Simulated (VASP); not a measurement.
The system is MgS.

```
CELL_PARAMETERS angstrom
3.58383 0.00000 0.00000
-1.79191 3.10369 0.00000
0.00000 0.00000 6.04347
ATOMIC_POSITIONS crystal
Mg 0.00000 0.00000 0.00000
Mg 0.00000 0.00000 0.50000
S 0.33333 0.66667 0.25000
S 0.66667 0.33333 0.75000
```

This cell differs from its parent crystal: strain -1.7%.

Base run:

| Item | Value |
| --- | --- |
| Program | VASP 6.6.1 |
| Functional | PBE |
| Potentials or basis | VASP PAW PBE potentials, release 64 (Mg, S) |
| Cutoff | 520 eV |
| k mesh | 12 × 12 × 4 |
| Occupations | fermi-dirac, width 0.02 eV |
| Spin | no spin polarisation |

Its results: band gap on the k mesh 3.49 eV, indirect (least direct gap 3.95 eV); pressure 5.4 GPa.

Q: The run is repeated on the same cell with these changes: functional from PBE to r2SCAN; occupations from fermi-dirac, width 0.02 eV to gaussian, width 0.01 eV. What comes out?

A: Band gap on the k mesh 4.13 eV, indirect (least direct gap 4.86 eV); pressure 4.0 GPa.

Caveats: the PAW data sets were made with another functional, which shifts forces and pressure a little (some runs).

A k mesh can miss the band edges.
